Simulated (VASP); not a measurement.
# Ta3TiN4 (P-6m2) in VASP: single point with PBE

Aim: the single point of Ta3TiN4 with PBE.

Program: VASP 6.6.1. These are calculated values, not measurements. Logs are shortened: lines on timing, memory, paths and dates and some standing lists are left out, and cuts for length are marked.

### Step 1. The cell of the first run

Symmetry: P-6m2, No. 187, hexagonal system. Conventional cell: a = 2.943 Å, b = 2.943 Å, c = 11.383 Å, α = 90.00°, β = 90.00°, γ = 120.00°. Within 3.0 Å of Ti (site symmetry -6m2) lie 6 N at 2.20 Å and 2 Ta at 2.79 Å and 6 Ti at 2.94 Å. Ta (site symmetry -6m2) has 6 N at 2.23 Å and 8 Ta at 2.90 to 2.94 Å within 3.0 Å. Within 3.0 Å of Ta (site symmetry 3m) lie 6 N at 2.20 to 2.24 Å and 1 Ti at 2.79 Å and 7 Ta at 2.90 to 2.94 Å. N (site symmetry 3m) has 6 Ta at 2.23 to 2.24 Å and 8 N at 2.86 to 2.94 Å within 3.0 Å. N (site symmetry 3m) has 3 Ti at 2.20 Å and 3 Ta at 2.20 Å and 8 N at 2.78 to 2.94 Å within 3.0 Å.

### Step 2. Single point, PBE, collinear spin

Contents of INCAR:

```
SYSTEM = Ta3TiN4
ALGO = Normal
EDIFF = 1E-6
ENCUT = 600
GGA = PE
GGA_COMPAT = .FALSE.
ISIF = 2
ISMEAR = 0
ISPIN = 2
LASPH = .TRUE.
LCHARG = .FALSE.
LMAXMIX = 4
LORBIT = 11
LREAL = .FALSE.
LWAVE = .FALSE.
MAGMOM = 0.3 0 0 0 0 0 0 0
NBANDS = 46
NELM = 200
PREC = Accurate
SIGMA = 0.1
```

Contents of KPOINTS:

```
k-points
0
G
  12 12 4
  0 0 0
```

Contents of POSCAR:

```
Ta3TiN4
1.0
    2.9427008797     -0.0000000289      0.0000000000
   -1.4713504149      2.5484537320      0.0000000000
    0.0000000000      0.0000000000     11.3825828000
Ti Ta N
1 3 4
Direct
    0.0000000000      0.0000000000      0.5000000000
    0.0000000000      0.0000000000      0.0000000000
    0.0000000000      0.0000000000      0.2549560000
    0.0000000000      0.0000000000      0.7450440000
    0.6666666667      0.3333333333      0.8732760000
    0.6666666667      0.3333333333      0.1267240000
    0.6666666667      0.3333333333      0.3778760000
    0.6666666667      0.3333333333      0.6221240000
```

Potentials or basis: VASP PAW PBE potentials, release 64 (Ti_sv, Ta_pv, N).

On the command line:

```bash
> cat potpaw_PBE.64/Ti_sv/POTCAR potpaw_PBE.64/Ta_pv/POTCAR potpaw_PBE.64/N/POTCAR > POTCAR
> mpirun -np 1 vasp_std > vasp.out
```

OUTCAR:

```text
SYSTEM = Ta3TiN4
   EDIFF = 1E-6
   ENCUT = 600
   GGA = PE
   ISIF = 2
   ISMEAR = 0
   ISPIN = 2
   LASPH = .TRUE.
   LORBIT = 11
   LREAL = .FALSE.
   NELM = 200
   PREC = Accurate

 ion  position               nearest neighbor table
   1  0.000  0.000  0.500-   7 2.20   8 2.20   7 2.20   8 2.20   7 2.20   8 2.20   3 2.79   4 2.79

   2  0.000  0.000  0.000-   5 2.23   6 2.23   5 2.23   6 2.23   5 2.23   6 2.23   3 2.90   4 2.90

   3  0.000  0.000  0.255-   7 2.20   7 2.20   7 2.20   6 2.24   6 2.24   6 2.24   1 2.79   2 2.90

   4  0.000  0.000  0.745-   8 2.20   8 2.20   8 2.20   5 2.24   5 2.24   5 2.24   1 2.79   2 2.90

   5  0.667  0.333  0.873-   2 2.23   2 2.23   2 2.23   4 2.24   4 2.24   4 2.24
   6  0.667  0.333  0.127-   2 2.23   2 2.23   2 2.23   3 2.24   3 2.24   3 2.24
   7  0.667  0.333  0.378-   1 2.20   1 2.20   1 2.20   3 2.20   3 2.20   3 2.20
   8  0.667  0.333  0.622-   1 2.20   1 2.20   1 2.20   4 2.20   4 2.20   4 2.20

  LATTYP: Found a hexagonal cell.
 ALAT       =     2.9427008797
 C/A-ratio  =     3.8680733331

  Lattice vectors:

 A1 = (   2.9427008797,  -0.0000000289,   0.0000000000)
 A2 = (  -1.4713504149,   2.5484537320,   0.0000000000)
 A3 = (   0.0000000000,   0.0000000000,  11.3825828000)

Analysis of symmetry for initial positions (statically):
=====================================================================
 Subroutine PRICEL returns:
 Original cell was already a primitive cell.

 Routine SETGRP: Setting up the symmetry group for a
 hexagonal supercell.

 Subroutine GETGRP returns: Found 12 space group operations
 (whereof 12 operations were pure point group operations)
 out of a pool of 24 trial point group operations.

The static configuration has the point symmetry D_3h.

Analysis of symmetry for dynamics (positions and initial velocities):
=====================================================================
 Subroutine PRICEL returns:
 Original cell was already a primitive cell.

 Routine SETGRP: Setting up the symmetry group for a
 hexagonal supercell.

 Subroutine GETGRP returns: Found 12 space group operations
 (whereof 12 operations were pure point group operations)
 out of a pool of 24 trial point group operations.

The dynamic configuration has the point symmetry D_3h.

Analysis of structural, dynamic, and magnetic symmetry:
=====================================================================
 Subroutine PRICEL returns:
 Original cell was already a primitive cell.

 Routine SETGRP: Setting up the symmetry group for a
 hexagonal supercell.

 Subroutine GETGRP returns: Found 12 space group operations
 (whereof 12 operations were pure point group operations)
 out of a pool of 24 trial point group operations.

The overall configuration has the point symmetry D_3h.

 Subroutine INISYM returns: Found 12 space group operations
 (whereof 12 operations are pure point group operations),
 and found     1 'primitive' translations

----------------------------------------------------------------------------------------

                                     Primitive cell

  volume of cell :      85.3618

  direct lattice vectors                    reciprocal lattice vectors
     2.942700880 -0.000000029  0.000000000     0.339823872  0.196197399  0.000000000
    -1.471350415  2.548453732  0.000000000     0.000000004  0.392394805  0.000000000
     0.000000000  0.000000000 11.382582800     0.000000000  0.000000000  0.087853523

  length of vectors
     2.942700880  2.942700880 11.382582800     0.392394805  0.392394805  0.087853523

  position of ions in fractional coordinates (direct lattice)
     0.000000000  0.000000000  0.500000000
     0.000000000  0.000000000  0.000000000
     0.000000000  0.000000000  0.254956000
     0.000000000  0.000000000  0.745044000
     0.666666667  0.333333333  0.873276000
     0.666666667  0.333333333  0.126724000
     0.666666667  0.333333333  0.377876000
     0.666666667  0.333333333  0.622124000

  ion indices of the primitive-cell ions
   primitive index   ion index
                 1           1
                 2           2
                 3           3
                 4           4
                 5           5
                 6           6
                 7           7
                 8           8

----------------------------------------------------------------------------------------

 KPOINTS: k-points

Automatic generation of k-mesh.
 Grid dimensions read from file:
 generate k-points for:   12   12    4

 Generating k-lattice:

  Cartesian coordinates                     Fractional coordinates (reciprocal lattice)
     0.028318656  0.016349783  0.000000000     0.083333333  0.000000000  0.000000000
     0.000000000  0.032699567  0.000000000     0.000000000  0.083333333  0.000000000
     0.000000000  0.000000000  0.021963381     0.000000000  0.000000000  0.250000000

  Length of vectors
     0.032699567  0.032699567  0.021963381

  Shift w.r.t. Gamma in fractional coordinates (k-lattice)
     0.000000000  0.000000000  0.000000000

 Subroutine IBZKPT returns following result:
 ===========================================

 Found     57 irreducible k-points:

 Following reciprocal coordinates:
            Coordinates               Weight
  0.000000  0.000000  0.000000      1.000000
  0.083333 -0.000000  0.000000      6.000000
  0.166667 -0.000000  0.000000      6.000000
  0.250000 -0.000000  0.000000      6.000000
  0.333333 -0.000000  0.000000      6.000000
  0.416667 -0.000000  0.000000      6.000000
[... 16 lines left out ...]
  0.250000 -0.000000  0.250000     12.000000
  0.333333 -0.000000  0.250000     12.000000
 [... further k-points ...]
   k-points           NKPTS =     57   k-points in BZ     NKDIM =     57   number of bands    NBANDS=     46
   number of dos      NEDOS =    301   number of ions     NIONS =      8
   total plane-waves  NPLWV =  55296
   dimension x,y,z NGX =    24 NGY =   24 NGZ =   96
   dimension x,y,z NGXF=    48 NGYF=   48 NGZF=  192
   ions per type =               1   3   4
   NGX,Y,Z   is equivalent  to a cutoff of  13.56, 13.56, 14.02 a.u.
   NGXF,Y,Z  is equivalent  to a cutoff of  27.12, 27.12, 28.04 a.u.
 SYSTEM =  Ta3TiN4
   PREC   = accura    normal or accurate (medium, high low for compatibility)
   ISTART =      0    job   : 0-new  1-cont  2-samecut
   ICHARG =      2    charge: 1-file 2-atom 10-const
   ISPIN  =      2    spin polarized calculation?
   LNONCOLLINEAR =      F non collinear calculations
   LSORBIT =      F    spin-orbit coupling
   LASPH  =      T    aspherical Exc in radial PAW
   ENCUT  =  600.0 eV  44.10 Ry    6.64 a.u.   5.88  5.88 22.73*2*pi/ulx,y,z
   NELM   =    200;   NELMIN=  2; NELMDL= -5     # of ELM steps
   EDIFF  = 0.1E-05   stopping-criterion for ELM
   LREAL  =      F    real-space projection
   EDIFFG = 0.1E-04   stopping-criterion for IOM
   NSW    =      0    number of steps for IOM
   IBRION =     -1    ionic relax: 0-MD 1-quasi-New 2-CG
   NFREE  =      0    steps in history (QN), initial steepest desc. (CG)
   ISIF   =      2    stress and relaxation
   ISYM   =      2    0-nonsym 1-usesym 2-fastsym
   POTIM  = 0.5000    time-step for ionic-motion
   TEBEG  =    0.0;   TEEND  =   0.0 temperature during run
   PSTRESS=    0.0 pullay stress
   NELECT =      65.0000    total number of electrons
   NUPDOWN=      -1.0000    fix difference up-down
   EMIN   =  10.00;   EMAX   =-10.00  energy-range for DOS
   EFERMI =   0.00;   METHOD = LEGACY
   ISMEAR =     0;   SIGMA  =   0.10  broadening in eV -4-tet -1-fermi 0-gaus
   EFERMI_NEDOS =   21; number of points for ismear=-14 and -15
   IALGO  =     38    algorithm
   IMIX   =      4    mixing-type and parameters
     AMIX     =   0.40;   BMIX     =  1.00
     AMIX_MAG =   1.60;   BMIX_MAG =  1.00
  volume/ion in A,a.u.               =      10.67        72.01
  Fermi-wavevector in a.u.,A,eV,Ry     =   1.494943  2.825033 30.407055  2.234855
  Thomas-Fermi vector in A             =   2.607151
   LORBIT       =     11    0 simple, 1 ext, 2 COOP (PROOUT), +10 PAW based schemes
   GGA     = PE    functional components
   LHFCALC =     F    Hartree Fock is set to
   AEXX    =    0.0000 exact exchange contribution
   IVDW    =     0    specifies the selected vdW correction
   LEPSILON=     F    determine dielectric tensor
   LRPA    =     F    only Hartree local field effects (RPA)
 spin polarized calculation
 Gauss-broadening in eV      SIGMA  =   0.10
  energy-cutoff  :      600.00
  volume of cell :       85.36
 maximum number of plane-waves:      2868
 NGX is ok and might be reduce to    24
   NGX = 11   NGY = 11   NGZ = 45

 number of electron      65.0000005 magnetization       0.0017431

 Free energy of the ion-electron system (eV)
  ---------------------------------------------------
  ext. energy  EPLUGINS =         0.00000000
  ---------------------------------------------------
  free energy    TOTEN  =       -86.38324835 eV

  energy without entropy =      -86.36908249  energy(sigma->0) =      -86.37616542

 E-fermi :   8.2047     XC(G=0): -13.1511

 val. band max:        8.2008845144   @ k =   0.3333   0.3333   0.5000
 cond. band min:       8.2210288451   @ k =   0.4167  -0.0000   0.5000
 fundamental gap:      0.0201443307
 Fermi energy:         8.2047460575

 spin component 1

 k-point     1 :       0.0000    0.0000    0.0000
  band No.  band energies     occupation
      1     -48.7835      1.00000
      2     -26.9519      1.00000
      3     -26.5703      1.00000
      4     -26.3499      1.00000
      5     -25.9650      1.00000
      6     -25.9650      1.00000
[... 36 lines left out ...]
     43      12.1988      0.00000
     44      12.1988      0.00000
[... 1040 lines left out ...]
      4     -26.6263      1.00000
      5     -26.6014      1.00000
      6     -26.4404      1.00000
[... 36 lines left out ...]
     43      13.1039      0.00000
     44      13.1177      0.00000

 [... further k-points ...]

 spin component 2

 k-point     1 :       0.0000    0.0000    0.0000
  band No.  band energies     occupation
      1     -48.7825      1.00000
      2     -26.9519      1.00000
      3     -26.5703      1.00000
      4     -26.3498      1.00000
      5     -25.9650      1.00000
      6     -25.9650      1.00000
[... 36 lines left out ...]
     43      12.1990      0.00000
     44      12.1990      0.00000
[... 1040 lines left out ...]
      4     -26.6263      1.00000
      5     -26.6014      1.00000
      6     -26.4404      1.00000
[... 36 lines left out ...]
     43      13.1040      0.00000
     44      13.1179      0.00000

 [... further k-points ...]

 [bands above 44 left out]

------------------------ aborting loop because EDIFF is reached ----------------------------------------

  FORCE on cell =-STRESS in cart. coord.  units (eV):
  Direction    XX          YY          ZZ          XY          YZ          ZX
  --------------------------------------------------------------------------------------
  -------------------------------------------------------------------------------------
  Total        0.2542179      0.2542179      0.3235841     -0.0000000     -0.0000000      0.0000000
  in kB        4.7714796      4.7714796      6.0734309     -0.0000000     -0.0000000      0.0000000
  external PRESSURE =       5.2054634 kB  Pullay stress =       0.0000000 kB

 VOLUME and BASIS-vectors are now :
 -----------------------------------------------------------------------------
  energy-cutoff  :      600.00
  volume of cell :       85.36
      direct lattice vectors                 reciprocal lattice vectors
     2.942700880 -0.000000029  0.000000000     0.339823872  0.196197399  0.000000000
    -1.471350415  2.548453732  0.000000000     0.000000004  0.392394805  0.000000000
     0.000000000  0.000000000 11.382582800     0.000000000  0.000000000  0.087853523

 POSITION                                       TOTAL-FORCE (eV/Angst)
 -----------------------------------------------------------------------------------
      0.00000      0.00000      5.69129         0.000000     -0.000000     -0.000000
      0.00000      0.00000      0.00000        -0.000000     -0.000000     -0.000000
      0.00000      0.00000      2.90206         0.000000     -0.000000     -0.003255
      0.00000      0.00000      8.48053         0.000000     -0.000000      0.003255
      1.47135      0.84948      9.94014        -0.000000     -0.000000     -0.000241
      1.47135      0.84948      1.44245        -0.000000     -0.000000      0.000241
      1.47135      0.84948      4.30120         0.000000      0.000000      0.018833
      1.47135      0.84948      7.08138         0.000000      0.000000     -0.018833
 -----------------------------------------------------------------------------------
    total drift:                               -0.000000      0.000000      0.000000

  FREE ENERGIE OF THE ION-ELECTRON SYSTEM (eV)
  ---------------------------------------------------
  free  energy   TOTEN  =       -86.3832483478 eV

  energy  without entropy=      -86.3690824884  energy(sigma->0) =      -86.37616542

 total charge

# of ion       s       p       d       tot
------------------------------------------
    1        2.180   6.187   1.979  10.346
    2        0.304   6.261   2.414   8.979
    3        0.308   6.261   2.424   8.992
    4        0.308   6.261   2.424   8.992
    5        1.226   2.493   0.000   3.719
    6        1.226   2.493   0.000   3.719
    7        1.234   2.478   0.000   3.712
    8        1.234   2.478   0.000   3.712
--------------------------------------------------
tot          8.020  34.911   9.240  52.170

 magnetization (x)

# of ion       s       p       d       tot
------------------------------------------
    1        0.000   0.000   0.001   0.001
    2        0.000  -0.000   0.000   0.000
    3        0.000   0.000   0.000   0.000
    4        0.000   0.000   0.000   0.000
    5       -0.000  -0.000   0.000  -0.000
    6       -0.000  -0.000   0.000  -0.000
    7       -0.000  -0.000   0.000  -0.000
    8       -0.000  -0.000   0.000  -0.000
--------------------------------------------------
tot          0.000  -0.000   0.001   0.001
```

Run time: 29 min. Hardware: 1 thread of Oxide Virtual Turin-like, shared host; peak memory 0.51 GiB.

Results:

```yaml
Free_energy: -86.3832 eV
Pressure: 0.5 GPa
Largest_force: 0.019 eV/Å
Net_moment: 0.00 μB per cell
Valence_electrons_inside_the_program's_atomic_spheres: Ti 10.35; Ta 8.98, 8.99 (each value once); N 3.72, 3.71 (each value once)
```

Forces in eV/Å, atoms in the order of the input:
```
Ti   0.000  0.000  0.000
Ta   0.000  0.000  0.000
Ta   0.000  0.000 -0.003
Ta   0.000  0.000  0.003
N    0.000  0.000  0.000
N    0.000  0.000  0.000
N    0.000  0.000  0.019
N    0.000  0.000 -0.019
```

Levels at points of the mesh, in eV from the Fermi level:
Spin up:
| k point | band 30 | band 31 | band 32 | band 33 | band 34 | band 35 |
| --- | --- | --- | --- | --- | --- | --- |
| (0.00, 0.00, 0.00) | -2.14 | 0.47 | 0.48 | 0.48 | 0.59 | 1.24 |
| (0.50, 0.00, 0.00) | -2.49 | -0.78 | -0.61 | 0.29 | 2.77 | 2.98 |
| (0.00, 0.00, 0.50) | -1.26 | -1.01 | 0.55 | 0.55 | 0.68 | 0.68 |
| (0.50, 0.00, 0.50) | -2.00 | -1.66 | -0.11 | 0.22 | 2.98 | 3.04 |
Spin down:
| k point | band 29 | band 30 | band 31 | band 32 | band 33 | band 34 | band 35 | band 36 |
| --- | --- | --- | --- | --- | --- | --- | --- | --- |
| (0.00, 0.00, 0.00) | -2.93 | -2.14 | 0.47 | 0.48 | 0.48 | 0.59 | 1.24 | 1.24 |
| (0.50, 0.00, 0.00) | -2.55 | -2.49 | -0.78 | -0.61 | 0.30 | 2.77 | 2.98 | 3.08 |
| (0.00, 0.00, 0.50) | -2.98 | -1.26 | -1.01 | 0.55 | 0.55 | 0.69 | 0.69 | 2.16 |
| (0.50, 0.00, 0.50) | -2.92 | -2.00 | -1.66 | -0.11 | 0.22 | 2.98 | 3.04 | 3.16 |

Caveat: spin-orbit coupling is left out, which moves the levels of the heavy elements.
